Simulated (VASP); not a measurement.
# Bi2O (antifluorite type) (Fm-3m) in VASP: further runs, part 2 of 2

VASP 6.6.1. The steps go on from the part before.

### 3 Single point, PBE

This run uses another cell than the first one, of 23.55 Å³/atom.

The input, INCAR:

```
ALGO     = Normal         # electronic algorithm
EDIFF    = 1E-6           # SCF threshold, eV
ENCUT    = 520            # plane-wave cutoff, eV
GGA      = PE             # functional
ISIF     = 2              # what is computed and relaxed
ISMEAR   = -1             # smearing method
LASPH    = T              # aspherical terms in the spheres
LCHARG   = T              # write CHGCAR
LELF     = T              # ELF
LREAL    = F              # projectors in reciprocal space
LVHAR    = T            
LWAVE    = F              # write WAVECAR
NBANDS   = 25             # bands
NELM     = 80             # most SCF steps
PREC     = Accurate       # precision mode
SIGMA    = 0.06122561905347299 # smearing width, eV
```

The input, KPOINTS:

```
k-points
0
Gamma
  15 15 15
```

The input, POSCAR:

```
Bi2O
1.0
    0.0000000000      3.2811838000      3.2811838000
    3.2811838000      0.0000000000      3.2811838000
    3.2811838000      3.2811838000      0.0000000000
Bi O
2 1
Direct
    0.2500000000      0.2500000000      0.2500000000
    0.7500000000      0.7500000000      0.7500000000
    0.0000000000      0.0000000000      0.0000000000
```

Potentials or basis: VASP PAW PBE potentials, release 64 (Bi_d, O).

Started as:

```
$ cat potpaw_PBE.64/Bi_d/POTCAR potpaw_PBE.64/O/POTCAR > POTCAR
$ mpirun -np 1 vasp_std > vasp.out
```

OUTCAR:

```text
EDIFF = 1E-6
   ENCUT = 520
   GGA = PE
   ISIF = 2
   ISMEAR = -1
   LASPH = T
   LREAL = F
   NELM = 80
   PREC = Accurate

 ion  position               nearest neighbor table
   1  0.250  0.250  0.250-   3 2.84   3 2.84   3 2.84   3 2.84   2 3.28   2 3.28   2 3.28   2 3.28
                             2 3.28   2 3.28
   2  0.750  0.750  0.750-   3 2.84   3 2.84   3 2.84   3 2.84   1 3.28   1 3.28   1 3.28   1 3.28
                             1 3.28   1 3.28
   3  0.000  0.000  0.000-   2 2.84   2 2.84   2 2.84   1 2.84   1 2.84   1 2.84   2 2.84   1 2.84

  LATTYP: Found a face centered cubic cell.
 ALAT       =     6.5623676000

  Lattice vectors:

 A1 = (   0.0000000000,   3.2811838000,   3.2811838000)
 A2 = (   3.2811838000,   0.0000000000,   3.2811838000)
 A3 = (   3.2811838000,   3.2811838000,   0.0000000000)

Analysis of symmetry for initial positions (statically):
=====================================================================
 Subroutine PRICEL returns:
 Original cell was already a primitive cell.

 Routine SETGRP: Setting up the symmetry group for a
 face centered cubic supercell.

 Subroutine GETGRP returns: Found 48 space group operations
 (whereof 48 operations were pure point group operations)
 out of a pool of 48 trial point group operations.

The static configuration has the point symmetry O_h .

Analysis of symmetry for dynamics (positions and initial velocities):
=====================================================================
 Subroutine PRICEL returns:
 Original cell was already a primitive cell.

 Routine SETGRP: Setting up the symmetry group for a
 face centered cubic supercell.

 Subroutine GETGRP returns: Found 48 space group operations
 (whereof 48 operations were pure point group operations)
 out of a pool of 48 trial point group operations.

The dynamic configuration has the point symmetry O_h .

 Subroutine INISYM returns: Found 48 space group operations
 (whereof 48 operations are pure point group operations),
 and found     1 'primitive' translations

----------------------------------------------------------------------------------------

                                     Primitive cell

  volume of cell :      70.6515

  direct lattice vectors                    reciprocal lattice vectors
     0.000000000  3.281183800  3.281183800    -0.152384027  0.152384027  0.152384027
     3.281183800  0.000000000  3.281183800     0.152384027 -0.152384027  0.152384027
     3.281183800  3.281183800  0.000000000     0.152384027  0.152384027 -0.152384027

  length of vectors
     4.640294631  4.640294631  4.640294631     0.263936877  0.263936877  0.263936877

  position of ions in fractional coordinates (direct lattice)
     0.250000000  0.250000000  0.250000000
     0.750000000  0.750000000  0.750000000
     0.000000000  0.000000000  0.000000000

  ion indices of the primitive-cell ions
   primitive index   ion index
                 1           1
                 2           2
                 3           3

----------------------------------------------------------------------------------------

 KPOINTS: k-points

Automatic generation of k-mesh.
 Grid dimensions read from file:
 generate k-points for:   15   15   15

 Generating k-lattice:

  Cartesian coordinates                     Fractional coordinates (reciprocal lattice)
    -0.010158935  0.010158935  0.010158935     0.066666667  0.000000000  0.000000000
     0.010158935 -0.010158935  0.010158935     0.000000000  0.066666667  0.000000000
     0.010158935  0.010158935 -0.010158935     0.000000000  0.000000000  0.066666667

  Length of vectors
     0.017595792  0.017595792  0.017595792

  Shift w.r.t. Gamma in fractional coordinates (k-lattice)
     0.000000000  0.000000000  0.000000000

 Subroutine IBZKPT returns following result:
 ===========================================

 Found    120 irreducible k-points:

 Following reciprocal coordinates:
            Coordinates               Weight
  0.000000  0.000000  0.000000      1.000000
  0.066667  0.000000  0.000000      8.000000
  0.133333  0.000000  0.000000      8.000000
  0.200000  0.000000  0.000000      8.000000
  0.266667  0.000000  0.000000      8.000000
  0.333333  0.000000  0.000000      8.000000
[... 16 lines left out ...]
  0.133333  0.133333  0.000000      6.000000
  0.200000  0.133333  0.000000     24.000000
 [... further k-points ...]
   k-points           NKPTS =    120   k-points in BZ     NKDIM =    120   number of bands    NBANDS=     25
   number of dos      NEDOS =    301   number of ions     NIONS =      3
   total plane-waves  NPLWV =  46656
   dimension x,y,z NGX =    36 NGY =   36 NGZ =   36
   dimension x,y,z NGXF=    72 NGYF=   72 NGZF=   72
   ions per type =               2   1
   NGX,Y,Z   is equivalent  to a cutoff of  12.90, 12.90, 12.90 a.u.
   NGXF,Y,Z  is equivalent  to a cutoff of  25.80, 25.80, 25.80 a.u.
 SYSTEM =  unknown system
   PREC   = accura    normal or accurate (medium, high low for compatibility)
   ISTART =      0    job   : 0-new  1-cont  2-samecut
   ICHARG =      2    charge: 1-file 2-atom 10-const
   ISPIN  =      1    spin polarized calculation?
   LNONCOLLINEAR =      F non collinear calculations
   LSORBIT =      F    spin-orbit coupling
   LASPH  =      T    aspherical Exc in radial PAW
   ENCUT  =  520.0 eV  38.22 Ry    6.18 a.u.   8.63  8.63  8.63*2*pi/ulx,y,z
   NELM   =     80;   NELMIN=  2; NELMDL= -5     # of ELM steps
   EDIFF  = 0.1E-05   stopping-criterion for ELM
   LREAL  =      F    real-space projection
   EDIFFG = 0.1E-04   stopping-criterion for IOM
   NSW    =      0    number of steps for IOM
   IBRION =     -1    ionic relax: 0-MD 1-quasi-New 2-CG
   NFREE  =      0    steps in history (QN), initial steepest desc. (CG)
   ISIF   =      2    stress and relaxation
   ISYM   =      2    0-nonsym 1-usesym 2-fastsym
   POTIM  = 0.5000    time-step for ionic-motion
   TEBEG  =    0.0;   TEEND  =   0.0 temperature during run
   PSTRESS=    0.0 pullay stress
   NELECT =      36.0000    total number of electrons
   NUPDOWN=      -1.0000    fix difference up-down
   EMIN   =  10.00;   EMAX   =-10.00  energy-range for DOS
   EFERMI =   0.00;   METHOD = LEGACY
   ISMEAR =    -1;   SIGMA  =   0.06  broadening in eV -4-tet -1-fermi 0-gaus
   EFERMI_NEDOS =   21; number of points for ismear=-14 and -15
   IALGO  =     38    algorithm
   IMIX   =      4    mixing-type and parameters
     AMIX     =   0.40;   BMIX     =  1.00
     AMIX_MAG =   1.60;   BMIX_MAG =  1.00
  volume/ion in A,a.u.               =      23.55       158.93
  Fermi-wavevector in a.u.,A,eV,Ry     =   1.307581  2.470969 23.262790  1.709767
  Thomas-Fermi vector in A             =   2.438305
   LORBIT       =      0    0 simple, 1 ext, 2 COOP (PROOUT), +10 PAW based schemes
   GGA     = PE    functional components
   LHFCALC =     F    Hartree Fock is set to
   AEXX    =    0.0000 exact exchange contribution
   IVDW    =     0    specifies the selected vdW correction
   LEPSILON=     F    determine dielectric tensor
   LRPA    =     F    only Hartree local field effects (RPA)
 non-spin polarized calculation
  energy-cutoff  :      520.00
  volume of cell :       70.65
 maximum number of plane-waves:      1932
   NGX = 17   NGY = 17   NGZ = 17

 number of electron      35.9999985 magnetization

 Free energy of the ion-electron system (eV)
  ---------------------------------------------------
  ext. energy  EPLUGINS =         0.00000000
  ---------------------------------------------------
  free energy    TOTEN  =       -12.32321627 eV

  energy without entropy =      -12.29436816  energy(sigma->0) =      -12.30879222

 E-fermi :   6.9785     XC(G=0): -10.3251

 val. band max:        6.9780679357   @ k =   0.3333   0.3333   0.0000
 cond. band min:       6.9816916057   @ k =  -0.4667   0.4000   0.0667
 fundamental gap:      0.0036236700
 Fermi energy:         6.9785215804

 k-point     1 :       0.0000    0.0000    0.0000
  band No.  band energies     occupation
      1     -16.2136      2.00000
      2     -16.2136      2.00000
      3     -16.0665      2.00000
      4     -16.0665      2.00000
      5     -16.0665      2.00000
      6     -15.9055      2.00000
[... 17 lines left out ...]
     24      14.5054      0.00000
     25      14.5054      0.00000
[... 621 lines left out ...]
      3     -16.0714      2.00000
      4     -16.0426      2.00000
      5     -16.0423      2.00000
      6     -15.9256      2.00000
[... 17 lines left out ...]
     24      14.9805      0.00000
     25      15.3079      0.00000

 [... further k-points ...]

------------------------ aborting loop because EDIFF is reached ----------------------------------------

  FORCE on cell =-STRESS in cart. coord.  units (eV):
  Direction    XX          YY          ZZ          XY          YZ          ZX
  --------------------------------------------------------------------------------------
  -------------------------------------------------------------------------------------
  Total       -0.6327229     -0.6327229     -0.6327229     -0.0000000     -0.0000000      0.0000000
  in kB      -14.3483662    -14.3483662    -14.3483662     -0.0000000     -0.0000000      0.0000000
  external PRESSURE =     -14.3483662 kB  Pullay stress =       0.0000000 kB

 VOLUME and BASIS-vectors are now :
 -----------------------------------------------------------------------------
  energy-cutoff  :      520.00
  volume of cell :       70.65
      direct lattice vectors                 reciprocal lattice vectors
     0.000000000  3.281183800  3.281183800    -0.152384027  0.152384027  0.152384027
     3.281183800  0.000000000  3.281183800     0.152384027 -0.152384027  0.152384027
     3.281183800  3.281183800  0.000000000     0.152384027  0.152384027 -0.152384027

 POSITION                                       TOTAL-FORCE (eV/Angst)
 -----------------------------------------------------------------------------------
      1.64059      1.64059      1.64059         0.000000      0.000000      0.000000
      4.92178      4.92178      4.92178        -0.000000     -0.000000     -0.000000
      0.00000      0.00000      0.00000         0.000000     -0.000000      0.000000
 -----------------------------------------------------------------------------------
    total drift:                                0.000000      0.000000      0.000000

  FREE ENERGIE OF THE ION-ELECTRON SYSTEM (eV)
  ---------------------------------------------------
  free  energy   TOTEN  =       -12.3232162671 eV

  energy  without entropy=      -12.2943681642  energy(sigma->0) =      -12.30879222
```

It took 2 min on 1 thread of Intel Xeon Platinum 8488C (Sapphire Rapids), shared host; peak memory 0.32 GiB.

What came out:

| Item | Value |
| --- | --- |
| Free energy | -12.3232 eV |
| Pressure | -1.4 GPa |
| Band gap on the k mesh | zero (bands 18 and 19 overlap by 1.83 eV) |

Caveat: spin-orbit coupling is left out, which moves the levels of the heavy elements.

The gap in the log of VASP goes by the Fermi energy; the results here count the filled bands.